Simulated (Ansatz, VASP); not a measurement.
**Two plane-wave programs on MgO**

```
Mg O
1.0
     3.59170    0.00000    0.00000
    -1.79585    3.11050    0.00000
     0.00000    0.00000    4.32420
Mg O
2 2
Direct
  0.66667 0.33333 0.75000
  0.33333 0.66667 0.25000
  0.66667 0.33333 0.25000
  0.33333 0.66667 0.75000
```

Alike in both runs: task single point; functional PBE; k mesh 9 × 9 × 6; occupations gaussian, width 0.05 eV; no spin polarisation.

```csv
,VASP,Ansatz
version,VASP 6.6.1,Ansatz 0.2.0
potentials or method,"VASP PAW PBE potentials, release 64 (Mg, O), cutoff 520 eV","scalar-relativistic, plane waves, PAW"
valence electrons in the cell,16,32
```

```tsv
	VASP	Ansatz	Ansatz less VASP
gap on the k mesh at the Fermi level (eV)	2.96	2.98	+0.021
least direct gap on the mesh (eV)	2.96	2.98	+0.021
pressure (GPa)	-7.1	-6.5	+0.57
traceless stress, the component that is largest in VASP (GPa)	-0.31	-0.22	+0.089
```

With one functional, cell and mesh, what is left measures potentials, basis and numerics. VASP's potentials hold 16 valence electrons a cell and Ansatz's 32, so a difference there can come from the potentials and not from the codes.
